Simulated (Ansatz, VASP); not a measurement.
## BaS: VASP beside Ansatz

INCAR

```
  PREC = Accurate
  ENCUT = 520
  EDIFF = 1E-7
  ISMEAR = -1
  SIGMA = 0.02
  LREAL = F
  LASPH = T
  NELM = 60
  ALGO = Normal
  ISIF = 2
  LWAVE = F
  LCHARG = F
  GGA = PE
  NBANDS = 15
```

Contents of KPOINTS:

```
regular mesh
0
Gamma
  8 8 8
```

Contents of POSCAR:

```
BaS
1.0
    0.0000000000      3.2117958739      3.2117958739
    3.3402677089      0.0000000000      3.2117958739
    3.3402677089      3.2117958739      0.0000000000
Ba S
1 1
Direct
    0.0000000000      0.0000000000      0.0000000000
    0.5000000000      0.5000000000      0.5000000000
```

Input for Ansatz:

```yaml
crystal:
  lattice:
    - [0.0, 3.2117958739, 3.2117958739]
    - [3.3402677089, 0.0, 3.2117958739]
    - [3.3402677089, 3.2117958739, 0.0]
  atoms:
    - { symbol: Ba, position: [0.0, 0.0, 0.0] }
    - { symbol: S, position: [0.5, 0.5, 0.5] }
kpoints:
  mp_grid: { grid: [8, 8, 8] }
  band_path:
    path:
      - [0.0, 0.0, 0.0]
      - [0.5, 0.0, 0.5]
      - [0.625, 0.25, 0.625]
      - [0.375, 0.375, 0.75]
      - [0.5, 0.5, 0.5]
      - [0.5, 0.25, 0.75]
    npoints: 1
hamiltonian:
  xc: pbe
scf:
  occupations: { method: fermi_dirac, width: 0.02 }
  n_extra_bands: 4
output:
  forces: true
  stress: true
  eigenvalues: true
```

Change from the starting cell: uniaxial_x strain +4.0%.

Alike in both runs: task single point; functional PBE; k mesh 8 × 8 × 8; occupations fermi-dirac, width 0.02 eV; no spin polarisation.

|  | VASP | Ansatz |
| --- | --- | --- |
| version | VASP 6.6.1 | Ansatz 0.2.0 |
| potentials or method | VASP PAW PBE potentials, release 64 (Ba_sv, S) | plane waves, PAW |
| plane-wave cutoff (eV) | 520 | 420 |
| valence electrons in the cell | 16 | 16 |

|  | VASP | Ansatz | Ansatz less VASP |
| --- | --- | --- | --- |
| gap on the k mesh at the Fermi level (eV) | 2.15 | 2.25 | +0.091 |
| pressure (GPa) | -0.8 | -1.3 | -0.49 |
| traceless stress, the component that is largest in VASP (GPa) | -1.58 | -1.42 | +0.158 |

Spin-orbit coupling is off throughout.
